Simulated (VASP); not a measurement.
## NaCl: single point with PBE

Crystal: NaCl.

```
Na Cl
1.0
     2.86000    0.04290    0.04290
     0.04290    2.86000    0.04290
     0.04290    0.04290    2.86000
Na Cl
1 1
Cartesian
  0.0000 0.0000 0.0000
  1.4729 1.4729 1.4729
```

This cell differs from its parent crystal: equal xy, yz and zx shear strains of +3 %.

- Program: VASP 6.6.1
- Task: single point
- Functional: PBE
- Potentials or basis: VASP PAW PBE potentials, release 64 (Na_pv, Cl)
- Cutoff: 520 eV
- k mesh: 9 × 9 × 9
- Occupations: fermi-dirac, width 0.03 eV
- Spin: no spin polarisation

* Pressure: 65.6 GPa
* Band gap on the k mesh: 4.77 eV, direct

Stress tensor (GPa, compression positive):
```
65.58 -1.83 -1.83
-1.83 65.58 -1.83
-1.83 -1.83 65.58
```

Levels at points of the mesh, in eV from the valence-band top:
```tsv
k point	band 5	band 6	band 7	band 8	band 9	band 10
(0.00, 0.00, 0.00)	-1.25	-1.25	-1.07	6.76	6.76	7.51
```

Wall time 10 s on 1 thread of Intel(R) Xeon(R) Platinum 8488C (Sapphire Rapids) (shared host), peak memory 0.15 GiB.

Caveat: the cell differs from its parent crystal (equal xy, yz and zx shear strains of +3 %). A k mesh can miss the band edges.
